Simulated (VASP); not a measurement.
Wanted: the native input for a VASP 6.6.1 run.

```
Task                   : single point
Functional             : LDA
Potentials or basis    : VASP PAW LDA potentials, release 64 (Mn_pv, Br)
Cutoff                 : 520 eV
k mesh                 : 7 × 7 × 4
Occupations            : fermi-dirac, width 0.03 eV
Spin                   : collinear spin, ferromagnetic start
Starting moments       : [4.0, 0.0, 0.0] μB
Dipole correction      : no
Further INCAR settings : ALGO = Normal; EDIFF = 1e-06; NBANDS = 24
```

The structure of MnBr2 lies in POSCAR:

```
MnBr2
1.0
    3.8200000000      0.0000000000      0.0000000000
   -1.9100000000      3.3082170425      0.0000000000
    0.0000000000      0.0000000000      6.1900000000
Mn Br
1 2
Direct
    0.0000000000      0.0000000000      0.0000000000
    0.3333333333      0.6666666667      0.2500000000
    0.6666666667      0.3333333333      0.7500000000
```

The input as run:

INCAR

```
SYSTEM = MnBr2
  PREC = Accurate
  ENCUT = 520
  EDIFF = 1E-6
  ISMEAR = -1
  SIGMA = 0.03
  LREAL = .False.
  LASPH = .True.
  NELM = 150
  ALGO = Normal
  ISIF = 2
  LWAVE = .False.
  LCHARG = .False.
  ISPIN = 2
  MAGMOM = 4 0 0
  LORBIT = 11
  LMAXMIX = 4
  NBANDS = 24
```

KPOINTS

```
Automatic mesh
0
Gamma
  7 7 4
  0 0 0
```

Potentials or basis: VASP PAW LDA potentials, release 64 (Mn_pv, Br).

The run is started by

```bash
$ cat potpaw_LDA.64/Mn_pv/POTCAR potpaw_LDA.64/Br/POTCAR > POTCAR
$ mpirun -np 1 vasp_std > vasp.out
```

It gave:

The pressure is -3.5 GPa and the largest force is 0.546 eV/Å. The band gap on the k mesh is 1.00 eV, indirect (least direct gap 1.09 eV). The net moment is 5.00 μB per cell and the site moments are Mn +4.37; Br +0.12 μB. The valence electrons inside the program's atomic spheres are Mn 11.29; Br 4.85.

Run time: 97 s on 1 thread of Oxide Virtual Turin-like Processor, with other jobs on the host, peak memory 0.18 GiB.
